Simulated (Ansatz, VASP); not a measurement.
## One calculation of TiHg3Sb2, two programs

```xyz
6
Lattice="4.0276 0.0000 0.0000 0.0000 4.0276 0.0000 0.0000 0.0000 10.1008" Properties=species:S:1:pos:R:3 pbc="T T T"
Ti    0.0000    0.0000    6.0860
Hg    2.0138    0.0000   10.0448
Hg    0.0000    2.0138   10.0448
Hg    2.0138    2.0138    4.0145
Sb    2.0138    2.0138    6.9132
Sb    0.0000    0.0000    3.2998
```

Change from the starting cell: species swapped into the Zr2As3S type (P4mm, No. 99).

Alike in both runs: functional PBE; k mesh 10 × 10 × 4; occupations gaussian, width 0.1 eV; no spin polarisation.

Ansatz relaxed the structure, and its values are those at the end. VASP's run is a single point on that final structure, the one shown.

```csv
,VASP,Ansatz
version,VASP 6.6.1,Ansatz 0.2.0
potentials or method,"VASP PAW PBE potentials, release 64 (Ti_sv, Hg, Sb), cutoff 520 eV","scalar-relativistic, plane waves, PAW"
valence electrons in the cell,58,102
```

|  | VASP | Ansatz | Ansatz less VASP |
| --- | --- | --- | --- |
| gap on the k mesh at the Fermi level (eV) | none | none | - |
| pressure (GPa) | 0.2 | 0.0 | -0.16 |
| rms of the force components (eV/Å) | 0.004 | 0.002 | -0.0023 |

A gap of «none» marks a metal or a gap that the smearing closes. VASP's potentials hold 58 valence electrons a cell and Ansatz's 102, so a difference there can come from the potentials and not from the codes.

Neither program's run includes spin-orbit coupling.
